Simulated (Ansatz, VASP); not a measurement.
# Si: VASP beside Ansatz

```
CELL_PARAMETERS angstrom
0.00000 2.62079 2.62079
2.62079 0.00000 2.62079
2.62079 2.62079 0.00000
ATOMIC_POSITIONS crystal
Si 0.50000 0.50000 0.50000
Si 0.75000 0.75000 0.75000
```

Alike in both runs: task single point; functional PBE; k mesh 10 × 10 × 10; occupations gaussian, width 0.05 eV; no spin polarisation.

|  | VASP | Ansatz |
| --- | --- | --- |
| version | VASP 6.6.1 | Ansatz 0.2.0 |
| potentials or method | VASP PAW PBE potentials, release 64 (Si), cutoff 520 eV | scalar-relativistic, plane waves, PAW |
| valence electrons in the cell | 8 | 8 |

|  | VASP | Ansatz | Ansatz less VASP |
| --- | --- | --- | --- |
| gap on the k mesh at the Fermi level (eV) | 0.38 | 0.38 | -0.002 |
| least direct gap on the mesh (eV) | 2.60 | 2.60 | -0.006 |
| pressure (GPa) | 14.8 | 14.9 | +0.10 |

The functional is the same, so the differences come from potentials, cutoffs and numerics.
